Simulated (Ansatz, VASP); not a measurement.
# SiMoP3 in VASP and in Ansatz

```xyz
5
Lattice="3.4518 0.0000 0.0000 -1.7259 2.9893 0.0000 0.0000 0.0000 9.2887" Properties=species:S:1:pos:R:3 pbc="T T T"
Si    0.0000    1.9929    5.2576
Mo    0.0000    0.0000    1.5349
P     0.0000    0.0000    6.2998
P     0.0000    1.9929    2.9859
P     0.0000    1.9929    0.1770
```

Alike in both runs: functional PBE; k mesh 12 × 12 × 4; occupations gaussian, width 0.1 eV; no spin polarisation.

Ansatz relaxed the structure, and its values are those at the end. VASP's run is a single point on that final structure, the one shown.

```csv
,VASP,Ansatz
version,VASP 6.6.1,Ansatz 0.2.0
potentials or method,"VASP PAW PBE potentials, release 64 (Si, Mo_sv, P), cutoff 520 eV","scalar-relativistic, plane waves, PAW"
valence electrons in the cell,33,33
```

Ansatz gave:

| Quantity | Value |
| --- | --- |
| gap on the k mesh at the Fermi level (eV) | none |
| pressure (GPa) | 0.0 |
| rms of the force components (eV/Å) | 0.000 |

Question: Which values does VASP return?

Answer: gap on the k mesh at the Fermi level (eV): none; pressure (GPa): -0.1; rms of the force components (eV/Å): 0.011.

A gap of «none» marks a metal or a gap that the smearing closes. The functional is the same, so the differences come from potentials, cutoffs and numerics.
